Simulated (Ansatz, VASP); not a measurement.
# Os in VASP and in Ansatz

```xyz
1
Lattice="0.0000 1.9450 1.9450 1.7505 0.0000 1.9450 1.7505 1.9450 0.0000" Properties=species:S:1:pos:R:3 pbc="T T T"
Os    0.0000    0.0000    0.0000
```

Change from the starting cell: strain -0.1000 x Voigt [1, 0, 0, 0, 0, 0], atoms carried along.

Alike in both runs: task single point; functional r2SCAN; k mesh 20 × 20 × 20; occupations gaussian, width 0.15 eV; no spin polarisation.

|  | VASP | Ansatz |
| --- | --- | --- |
| version | VASP 6.6.1 | Ansatz 0.2.0 |
| potentials or method | VASP PAW PBE potentials, release 64 (Os), cutoff 520 eV | scalar-relativistic, plane waves, PAW |
| valence electrons in the cell | 8 | 16 |

```csv
,VASP,Ansatz,Ansatz less VASP
gap on the k mesh at the Fermi level (eV),none,none,-
pressure (GPa),33.6,31.5,-2.10
"traceless stress, the component that is largest in VASP (GPa)",30.70,30.73,+0.030
```

VASP's potentials were made for PBE, not for r2SCAN. A gap of «none» marks a metal or a gap that the smearing closes. Both programs put the cell under a high pressure, so it lies far from rest at this level. The functional is the same, so the differences come from potentials, cutoffs and numerics. VASP's potentials hold 8 valence electrons a cell and Ansatz's 16, so a difference there can come from the potentials and not from the codes.

Spin-orbit coupling is off throughout.
